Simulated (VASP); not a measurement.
## LiSc12 (a cell with a defect): single point with PBE

System: LiSc12 (a cell with a defect).

```
Sc Li
1.0
     6.62000    0.00000    0.00000
    -4.96500    8.59963    0.00000
     0.00000    0.00000    5.27614
Sc Li
12 1
Direct
  0.00897 0.98950 0.00124
  0.16496 0.20085 0.50281
  0.02376 0.33119 0.00356
  0.18295 0.55966 0.50735
  0.00971 0.65643 0.00836
  0.24265 0.91439 0.49358
  0.52425 0.99896 0.99523
  0.69384 0.22075 0.49912
  0.50220 0.31203 0.99961
  0.62411 0.49286 0.49728
  0.50913 0.65922 0.00580
  0.66473 0.90667 0.49376
  0.84414 0.75814 0.53023
```

```
Program                : VASP 6.6.1
Task                   : single point
Functional             : PBE
Potentials or basis    : VASP PAW PBE potentials, release 64 (Sc_sv, Li_sv)
Cutoff                 : 520 eV
k mesh                 : 3 × 2 × 3
Occupations            : fermi-dirac, width 0.15 eV
Spin                   : no spin polarisation
Dipole correction      : no
Further INCAR settings : ALGO = Normal; EDIFF = 1e-06; NBANDS = 80
```

```yaml
Largest_force: 0.024 eV/Å
Band_gap_on_the_k_mesh: zero (an odd number of electrons rules out a gap without spin polarisation)
```

Forces in eV/Å, atoms in the order of the input:
```
Sc  -0.005  0.004 -0.001
Sc   0.005  0.002  0.002
Sc   0.002 -0.003  0.001
Sc   0.001  0.000  0.003
Sc  -0.011  0.002 -0.002
Sc   0.006 -0.016 -0.003
Sc  -0.006 -0.002 -0.007
Sc  -0.012  0.006 -0.002
Sc  -0.007  0.001 -0.003
Sc   0.023  0.007 -0.001
Sc   0.012  0.003  0.003
Sc   0.001  0.000 -0.009
Li  -0.009 -0.003  0.017
```

Levels at points of the mesh, in eV from the Fermi level:
```csv
k point,band 66,band 67,band 68,band 69,band 70,band 71
"(0.00, 0.00, 0.00)",-0.44,-0.27,-0.23,-0.20,0.01,0.29
"(0.00, 0.50, 0.00)",-0.31,-0.28,-0.19,-0.17,-0.11,0.00
```

Run time: 18 min on 1 thread of Intel Xeon 8259CL (shared host), peak memory 0.48 GiB.

Caveat: the k points lie up to 0.40 Å⁻¹ apart, too coarse for converged energies and pressures of a metal.
